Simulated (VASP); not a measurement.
Wanted: the native input for a VASP 6.6.1 run.

| Item | Value |
| --- | --- |
| Task | relaxation of cell and atoms |
| Functional | PBE |
| Potentials or basis | VASP PAW PBE potentials, release 64 (In_d, O) |
| Cutoff | 600 eV |
| k mesh | 4 × 4 × 4 |
| Occupations | gaussian, width 0.1 eV |
| Spin | no spin polarisation |
| Dipole correction | no |
| Further INCAR settings | ALGO = Normal; EDIFF = 1e-07; IBRION = 2; EDIFFG = -0.04; NSW = 90; ISIF = 3 |

The structure of In3O2 lies in POSCAR:

```
In3O2
1.0
    4.6402516100      0.0000000000      0.0000000000
    0.0000000000      4.6402516100      0.0000000000
    0.0000000000      0.0000000000      4.6402516100
In O
3 2
Direct
    0.0000000000      0.5000000000      0.5000000000
    0.5000000000      0.0000000000      0.5000000000
    0.5000000000      0.5000000000      0.0000000000
    0.5000000000      0.5000000000      0.5000000000
    0.0000000000      0.0000000000      0.0000000000
```

One way to write it, as run:

INCAR

```
  ALGO = Normal
  EDIFF = 1E-7
  EDIFFG = -0.04
  ENCUT = 600
  GGA = PE
  IBRION = 2
  ISIF = 3
  ISMEAR = 0
  LASPH = True
  LCHARG = False
  LREAL = False
  LWAVE = False
  NELM = 60
  NSW = 90
  PREC = Accurate
  SIGMA = 0.1
```

KPOINTS

```
k-points
0
Gamma
  4 4 4
```

Potentials or basis: VASP PAW PBE potentials, release 64 (In_d, O).

Command:

```bash
$ cat potpaw_PBE.64/In_d/POTCAR potpaw_PBE.64/O/POTCAR > POTCAR
$ mpirun -np 1 vasp_std > vasp.out
```

It gave:

- Relaxed volume: 22.04 Å³/atom
- Relaxed cell: a = 4.794 Å, b = 4.794 Å, c = 4.794 Å, α = 90.00°, β = 90.00°, γ = 90.00°
- Space group after relaxing (to 0.05 Å): Pm-3m (No. 221)
- Energy gained by relaxing: 29.9 meV/atom
- Ionic steps: 3
- Pressure after relaxing: 0.0 GPa

Caveat: an odd number of electrons without spin polarisation forces a metal; a magnetic or distorted state may lie lower.

Run time: 2.1 min on 1 thread of AMD EPYC 9R14 (Zen 4), with other jobs on the host, peak memory 0.22 GiB.
